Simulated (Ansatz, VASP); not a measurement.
## One calculation of ZnS, two programs

```
Zn S
1.0
     0.00000    2.70465    2.70465
     2.63703    0.00000    2.70465
     2.63703    2.70465    0.00000
Zn S
1 1
Direct
  0.00000 0.00000 0.00000
  0.75000 0.75000 0.75000
```

Change from the starting cell: strain -0.0250 x Voigt [1, 0, 0, 0, 0, 0], atoms carried along.

Alike in both runs: task single point; functional PBE; k mesh 10 × 10 × 10; occupations gaussian, width 0.05 eV; no spin polarisation.

|  | VASP | Ansatz |
| --- | --- | --- |
| version | VASP 6.6.1 | Ansatz 0.2.0 |
| potentials or method | VASP PAW PBE potentials, release 64 (Zn, S), cutoff 520 eV | scalar-relativistic, plane waves, PAW |
| valence electrons in the cell | 18 | 18 |

|  | VASP | Ansatz | Ansatz less VASP |
| --- | --- | --- | --- |
| gap on the k mesh at the Fermi level (eV) | 2.15 | 2.15 | -0.007 |
| least direct gap on the mesh (eV) | 2.15 | 2.15 | -0.007 |
| pressure (GPa) | 3.6 | 3.4 | -0.18 |
| traceless stress, the component that is largest in VASP (GPa) | 0.63 | 0.63 | +0.005 |
